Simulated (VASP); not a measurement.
# Bi (Im-3m) in VASP: a series of runs

Runs on Bi. Level: PBEsol. Tasks: relaxation of cell and atoms.

Program: VASP 6.6.1. These are calculated values, not measurements. Logs are shortened: lines on timing, memory, paths and dates and some standing lists are left out, and cuts for length are marked.

### Step 1. The cell of the first run

The structure is cubic, space group Im-3m (No. 229). Conventional cell: a = 3.518 Å, b = 3.518 Å, c = 3.518 Å, α = 90.00°, β = 90.00°, γ = 90.00°. Bi (site symmetry m-3m) has 14 Bi at 3.05 to 3.52 Å within 4.0 Å.

This isn't the form of Bi at room conditions, which is rhombohedral.

### Step 2. Relaxation of cell and atoms, PBEsol, target pressure 79.14 GPa, at which the enthalpy is minimised

File INCAR:

```
SYSTEM = Bi
PREC = Accurate
ENCUT = 600
EDIFF = 1E-6
ISMEAR = 0
SIGMA = 0.05
LREAL = .False.
LASPH = .True.
NELM = 60
ALGO = Fast
ISIF = 3
LWAVE = .False.
LCHARG = .False.
GGA = PS
IBRION = 2
NSW = 80
EDIFFG = -0.01
PSTRESS = 791.4
```

File KPOINTS:

```
Automatic mesh
0
Gamma
  20 20 20
  0 0 0
```

File POSCAR:

```
Bi
1.0
   -1.7590854207      1.7590854207      1.7590854207
    1.7590854207     -1.7590854207      1.7590854207
    1.7590854207      1.7590854207     -1.7590854207
Bi
1
Direct
    0.0000000000      0.0000000000      0.0000000000
```

Potentials or basis: VASP PAW PBE potentials, release 64 (Bi_d).

Started as:

```
> cat potpaw_PBE.64/Bi_d/POTCAR > POTCAR
> mpirun -np 1 vasp_std > vasp.out
```

OUTCAR:

```text
SYSTEM = Bi
   PREC = Accurate
   ENCUT = 600
   EDIFF = 1E-6
   ISMEAR = 0
   LREAL = .False.
   LASPH = .True.
   NELM = 60
   ISIF = 3
   GGA = PS
   IBRION = 2
   NSW = 80
   EDIFFG = -0.01
   PSTRESS = 791.4

 ion  position               nearest neighbor table
   1  0.000  0.000  0.000-

  LATTYP: Found a body centered cubic cell.
 ALAT       =     3.5181708414

  Lattice vectors:

 A1 = (  -1.7590854207,   1.7590854207,   1.7590854207)
 A2 = (   1.7590854207,  -1.7590854207,   1.7590854207)
 A3 = (   1.7590854207,   1.7590854207,  -1.7590854207)

Analysis of symmetry for initial positions (statically):
=====================================================================
 Subroutine PRICEL returns:
 Original cell was already a primitive cell.

 Routine SETGRP: Setting up the symmetry group for a
 body centered cubic supercell.

 Subroutine GETGRP returns: Found 48 space group operations
 (whereof 48 operations were pure point group operations)
 out of a pool of 48 trial point group operations.

The static configuration has the point symmetry O_h .

Analysis of symmetry for dynamics (positions and initial velocities):
=====================================================================
 Subroutine PRICEL returns:
 Original cell was already a primitive cell.

 Routine SETGRP: Setting up the symmetry group for a
 body centered cubic supercell.

 Subroutine GETGRP returns: Found 48 space group operations
 (whereof 48 operations were pure point group operations)
 out of a pool of 48 trial point group operations.

The dynamic configuration has the point symmetry O_h .

 Subroutine INISYM returns: Found 48 space group operations
 (whereof 48 operations are pure point group operations),
 and found     1 'primitive' translations

----------------------------------------------------------------------------------------

                                     Primitive cell

  volume of cell :      21.7731

  direct lattice vectors                    reciprocal lattice vectors
    -1.759085421  1.759085421  1.759085421     0.000000000  0.284238613  0.284238613
     1.759085421 -1.759085421  1.759085421     0.284238613  0.000000000  0.284238613
     1.759085421  1.759085421 -1.759085421     0.284238613  0.284238613  0.000000000

  length of vectors
     3.046825324  3.046825324  3.046825324     0.401974101  0.401974101  0.401974101

  position of ions in fractional coordinates (direct lattice)
     0.000000000  0.000000000  0.000000000

  ion indices of the primitive-cell ions
   primitive index   ion index
                 1           1

----------------------------------------------------------------------------------------

 KPOINTS: Automatic mesh

Automatic generation of k-mesh.
 Grid dimensions read from file:
 generate k-points for:   20   20   20

 Generating k-lattice:

  Cartesian coordinates                     Fractional coordinates (reciprocal lattice)
     0.000000000  0.014211931  0.014211931     0.050000000  0.000000000  0.000000000
     0.014211931  0.000000000  0.014211931     0.000000000  0.050000000  0.000000000
     0.014211931  0.014211931  0.000000000     0.000000000  0.000000000  0.050000000

  Length of vectors
     0.020098705  0.020098705  0.020098705

  Shift w.r.t. Gamma in fractional coordinates (k-lattice)
     0.000000000  0.000000000  0.000000000

 Subroutine IBZKPT returns following result:
 ===========================================

 Found    256 irreducible k-points:

 Following reciprocal coordinates:
            Coordinates               Weight
  0.000000  0.000000  0.000000      1.000000
  0.050000  0.000000  0.000000     12.000000
  0.100000  0.000000  0.000000     12.000000
  0.150000  0.000000  0.000000     12.000000
  0.200000  0.000000  0.000000     12.000000
  0.250000  0.000000  0.000000     12.000000
[... 16 lines left out ...]
  0.200000  0.100000  0.000000     48.000000
  0.250000  0.100000  0.000000     48.000000
 [... further k-points ...]
   k-points           NKPTS =    256   k-points in BZ     NKDIM =    256   number of bands    NBANDS=     11
   number of dos      NEDOS =    301   number of ions     NIONS =      1
   total plane-waves  NPLWV =  13824
   dimension x,y,z NGX =    24 NGY =   24 NGZ =   24
   dimension x,y,z NGXF=    48 NGYF=   48 NGZF=   48
   ions per type =               1
   NGX,Y,Z   is equivalent  to a cutoff of  13.10, 13.10, 13.10 a.u.
   NGXF,Y,Z  is equivalent  to a cutoff of  26.19, 26.19, 26.19 a.u.
 SYSTEM =  Bi
   PREC   = accura    normal or accurate (medium, high low for compatibility)
   ISTART =      0    job   : 0-new  1-cont  2-samecut
   ICHARG =      2    charge: 1-file 2-atom 10-const
   ISPIN  =      1    spin polarized calculation?
   LNONCOLLINEAR =      F non collinear calculations
   LSORBIT =      F    spin-orbit coupling
   LASPH  =      T    aspherical Exc in radial PAW
   ENCUT  =  600.0 eV  44.10 Ry    6.64 a.u.   6.09  6.09  6.09*2*pi/ulx,y,z
   NELM   =     60;   NELMIN=  2; NELMDL= -5     # of ELM steps
   EDIFF  = 0.1E-05   stopping-criterion for ELM
   LREAL  =      F    real-space projection
   EDIFFG = -.1E-01   stopping-criterion for IOM
   NSW    =     80    number of steps for IOM
   IBRION =      2    ionic relax: 0-MD 1-quasi-New 2-CG
   NFREE  =      1    steps in history (QN), initial steepest desc. (CG)
   ISIF   =      3    stress and relaxation
   ISYM   =      2    0-nonsym 1-usesym 2-fastsym
   POTIM  = 0.5000    time-step for ionic-motion
   TEBEG  =    0.0;   TEEND  =   0.0 temperature during run
   PSTRESS=  791.4 pullay stress
   NELECT =      15.0000    total number of electrons
   NUPDOWN=      -1.0000    fix difference up-down
   EMIN   =  10.00;   EMAX   =-10.00  energy-range for DOS
   EFERMI =   0.00;   METHOD = LEGACY
   ISMEAR =     0;   SIGMA  =   0.05  broadening in eV -4-tet -1-fermi 0-gaus
   EFERMI_NEDOS =   21; number of points for ismear=-14 and -15
   IALGO  =     68    algorithm
   IMIX   =      4    mixing-type and parameters
     AMIX     =   0.40;   BMIX     =  1.00
     AMIX_MAG =   1.60;   BMIX_MAG =  1.00
  volume/ion in A,a.u.               =      21.77       146.93
  Fermi-wavevector in a.u.,A,eV,Ry     =   1.445878  2.732313 28.443840  2.090563
  Thomas-Fermi vector in A             =   2.564010
   LORBIT       =      0    0 simple, 1 ext, 2 COOP (PROOUT), +10 PAW based schemes
   GGA     = PS    functional components
   LHFCALC =     F    Hartree Fock is set to
   AEXX    =    0.0000 exact exchange contribution
   IVDW    =     0    specifies the selected vdW correction
   LEPSILON=     F    determine dielectric tensor
   LRPA    =     F    only Hartree local field effects (RPA)
 conjugate gradient relaxation of ions
 non-spin polarized calculation
 RMM-DIIS sequential band-by-band and
 Gauss-broadening in eV      SIGMA  =   0.05
  energy-cutoff  :      600.00
  volume of cell :       21.77
 maximum number of plane-waves:       740
   NGX = 13   NGY = 13   NGZ = 13

--------------------------------------- Ionic step        1  -------------------------------------------

 number of electron      14.9999998 magnetization

 Free energy of the ion-electron system (eV)
  ---------------------------------------------------
  ext. energy  EPLUGINS =         0.00000000
  ---------------------------------------------------
  free energy    TOTEN  =        -3.44341361 eV

  energy without entropy =       -3.44251592  energy(sigma->0) =       -3.44296476

------------------------ aborting loop because EDIFF is reached ----------------------------------------

  FORCE on cell =-STRESS in cart. coord.  units (eV):
  Direction    XX          YY          ZZ          XY          YZ          ZX
  --------------------------------------------------------------------------------------
  -------------------------------------------------------------------------------------
  Total        5.5258616      5.5258616      5.5258616      0.0000000      0.0000000     -0.0000000
  in kB      406.6210037    406.6210037    406.6210037      0.0000000      0.0000000     -0.0000000
  external PRESSURE =    -384.7789963 kB  Pullay stress =     791.4000000 kB
[... 59 lines left out ...]
  enthalpy is  TOTEN    =        25.1928282588 eV   P V=        4.4962833826

--------------------------------------- Ionic step        3  -------------------------------------------

 number of electron      14.9999998 magnetization

------------------------ aborting loop EDIFF was not reached (unconverged)  ----------------------------

  FORCE on cell =-STRESS in cart. coord.  units (eV):
  Direction    XX          YY          ZZ          XY          YZ          ZX
  --------------------------------------------------------------------------------------
  -------------------------------------------------------------------------------------
  Total        8.7976786      8.7976786      8.7976786     -0.0000000     -0.0000000      0.0000000
  in kB      709.0180497    709.0180497    709.0180497     -0.0000000     -0.0000000      0.0000000
  external PRESSURE =     -82.3819503 kB  Pullay stress =     791.4000000 kB

 VOLUME and BASIS-vectors are now :
 -----------------------------------------------------------------------------
  energy-cutoff  :      600.00
  volume of cell :       19.88
      direct lattice vectors                 reciprocal lattice vectors
    -1.706555682  1.706555682  1.706555682     0.000000000  0.292987803  0.292987803
     1.706555682 -1.706555682  1.706555682     0.292987803  0.000000000  0.292987803
     1.706555682  1.706555682 -1.706555682     0.292987803  0.292987803  0.000000000
[... 7 lines left out ...]
  FREE ENERGIE OF THE ION-ELECTRON SYSTEM (eV)
  ---------------------------------------------------
  free  energy   TOTEN  =         3.7845055219 eV

  energy  without entropy=        3.7852776318  energy(sigma->0) =        3.78489158

  enthalpy is  TOTEN    =        13.6044005276 eV   P V=        9.8198950056

[... ionic steps 4 to 16 ...]

--------------------------------------- Ionic step       17  -------------------------------------------

 number of electron      14.9999996 magnetization

------------------------ aborting loop because EDIFF is reached ----------------------------------------

  FORCE on cell =-STRESS in cart. coord.  units (eV):
  Direction    XX          YY          ZZ          XY          YZ          ZX
  --------------------------------------------------------------------------------------
  -------------------------------------------------------------------------------------
  Total        9.3826625      9.3826625      9.3826625     -0.0000000      0.0000000      0.0000000
  in kB      788.2803718    788.2803718    788.2803718     -0.0000000      0.0000000      0.0000000
  external PRESSURE =      -3.1196282 kB  Pullay stress =     791.4000000 kB
[... 59 lines left out ...]
  enthalpy is  TOTEN    =         6.9516684649 eV   P V=        9.4156579345

--------------------------------------- Ionic step       19  -------------------------------------------

 number of electron      14.9999996 magnetization

 Free energy of the ion-electron system (eV)
  ---------------------------------------------------
  ext. energy  EPLUGINS =         0.00000000
  ---------------------------------------------------
  free energy    TOTEN  =        -2.45571756 eV

  energy without entropy =       -2.45483312  energy(sigma->0) =       -2.45527534

 E-fermi :  15.6267     XC(G=0): -13.0065

 val. band max:       15.6109886685   @ k =  -0.4500  -0.4500   0.0500
 cond. band min:      15.6370347625   @ k =   0.2000   0.1500   0.1500
 fundamental gap:      0.0260460940
 Fermi energy:        15.6267313144

 k-point     1 :       0.0000    0.0000    0.0000
  band No.  band energies     occupation
      1      -8.3851      2.00000
      2      -8.3851      2.00000
      3      -8.3851      2.00000
      4      -7.8153      2.00000
      5      -7.8153      2.00000
      6      -2.7542      2.00000
      7      25.2904      0.00000
      8      25.2904      0.00000
      9      25.2904      0.00000
     10      25.5036      0.00000
     11      25.5036      0.00000
[... 309 lines left out ...]
 k-point    24 :       0.2500    0.1000    0.0000
  band No.  band energies     occupation
      1      -8.5022      2.00000
      2      -8.3462      2.00000
      3      -7.9077      2.00000
      4      -7.8398      2.00000
      5      -7.7810      2.00000
      6       0.3214      2.00000
      7      13.2820      2.00000
      8      18.0914      0.00000
      9      20.4963      0.00000
     10      25.0756      0.00000
     11      27.0194      0.00000

 [... further k-points ...]

------------------------ aborting loop because EDIFF is reached ----------------------------------------

  FORCE on cell =-STRESS in cart. coord.  units (eV):
  Direction    XX          YY          ZZ          XY          YZ          ZX
  --------------------------------------------------------------------------------------
  -------------------------------------------------------------------------------------
  Total        9.4134986      9.4134986      9.4134986     -0.0000000     -0.0000000      0.0000000
  in kB      791.9140240    791.9140240    791.9140240     -0.0000000     -0.0000000      0.0000000
  external PRESSURE =       0.5140240 kB  Pullay stress =     791.4000000 kB
[... 16 lines left out ...]
  FREE ENERGIE OF THE ION-ELECTRON SYSTEM (eV)
  ---------------------------------------------------
  free  energy   TOTEN  =        -2.4557175607 eV

  energy  without entropy=       -2.4548331235  energy(sigma->0) =       -2.45527534

  enthalpy is  TOTEN    =         6.9516708521 eV   P V=        9.4073884129

 reached required accuracy - stopping structural energy minimisation
```

Wall time 4.4 min (1 thread of Intel Xeon 6975P-C (Granite Rapids), shared host); peak memory 0.23 GiB.

Results:

```
Free energy                                                : -2.4557 eV
Relaxed volume                                             : 19.05 Å³/atom
Relaxed cell                                               : a = 2.914 Å, b = 2.914 Å, c = 2.914 Å, α = 109.47°, β = 109.47°, γ = 109.47°
Space group after relaxing (to 0.1 Å)                      : Im-3m (No. 229)
Energy change on relaxing (the run minimises the enthalpy) : +987.7 meV/atom
Ionic steps                                                : 19
Pressure after relaxing                                    : 79.2 GPa
Band gap on the k mesh                                     : zero (an odd number of electrons rules out a gap without spin polarisation)
```

Step by step:
| step | energy change (eV) | largest force (eV/Å) | pressure (GPa) | volume (Å³) |
| --- | --- | --- | --- | --- |
| 1 | 0.0000 | 0.0000 | 40.66 | 21.77 |
| 2 | 24.1400 | 0.0000 | 1147.84 | 9.10 |
| 3 | 7.2279 | 0.0000 | 70.90 | 19.88 |
| 4 | 0.7079 | 0.0000 | 68.43 | 19.65 |
| 5 | 6.4146 | 0.0000 | 296.78 | 13.71 |
| 6 | 0.9037 | 0.0000 | 75.22 | 19.22 |
| 7 | 1.0184 | 0.0000 | 80.05 | 18.98 |
| 8 | 0.9918 | 0.0000 | 79.36 | 19.04 |
| 9 | 0.9660 | 0.0000 | 78.48 | 19.09 |
| 10 | 0.9673 | 0.0000 | 78.52 | 19.09 |
| 11 | 0.9713 | 0.0000 | 78.65 | 19.08 |
| 12 | 0.9713 | 0.0000 | 78.66 | 19.08 |
| 13 | 0.9714 | 0.0000 | 78.68 | 19.08 |
| 14 | 0.9717 | 0.0000 | 78.68 | 19.08 |
| 15 | 0.9722 | 0.0000 | 78.68 | 19.08 |
| 16 | 0.9732 | 0.0000 | 78.75 | 19.07 |
| 17 | 0.9753 | 0.0000 | 78.83 | 19.07 |
| 18 | 0.9794 | 0.0000 | 78.96 | 19.06 |
| 19 | 0.9877 | 0.0000 | 79.19 | 19.05 |

Final structure:
```
CELL_PARAMETERS angstrom
-1.68232 1.68232 1.68232
1.68232 -1.68232 1.68232
1.68232 1.68232 -1.68232
ATOMIC_POSITIONS crystal
Bi 0.00000 0.00000 0.00000
```

Caveat: the cell is relaxed towards a set pressure, so the run minimises the enthalpy, not the energy; the PAW data sets were made with another functional, which shifts forces and pressure a little; spin-orbit coupling is left out, which moves the levels of the heavy elements.

(Part 1 of 3 ends here.)

The gap in the log of VASP goes by the Fermi energy; the results here count the filled bands.